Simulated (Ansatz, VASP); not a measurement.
**Two plane-wave programs on AlGa3N2**

```
Al Ga N
1.0
     3.22036    0.00000    0.00000
    -1.61018    2.78892    0.00000
     0.00000    0.00000    9.35713
Al Ga N
1 3 2
Direct
  0.33333 0.66667 0.25470
  0.00000 0.00000 0.97737
  0.66667 0.33333 0.52657
  0.00000 0.00000 0.71020
  0.33333 0.66667 0.05237
  0.66667 0.33333 0.31579
```

Alike in both runs: functional PBE; k mesh 12 × 12 × 4; occupations gaussian, width 0.1 eV; no spin polarisation.

Ansatz relaxed the structure, and its values are those at the end. VASP's run is a single point on that final structure, the one shown.

```csv
,VASP,Ansatz
version,VASP 6.6.1,Ansatz 0.2.0
potentials or method,"VASP PAW PBE potentials, release 64 (Al, Ga_d, N), cutoff 520 eV","scalar-relativistic, plane waves, PAW"
valence electrons in the cell,52,52
```

|  | VASP | Ansatz | Ansatz less VASP |
| --- | --- | --- | --- |
| gap on the k mesh at the Fermi level (eV) | none | none | - |
| pressure (GPa) | 0.0 | 0.0 | -0.03 |
| rms of the force components (eV/Å) | 0.007 | 0.001 | -0.0056 |

A gap of «none» marks a metal or a gap that the smearing closes. With one functional, cell and mesh, what is left measures potentials, basis and numerics.
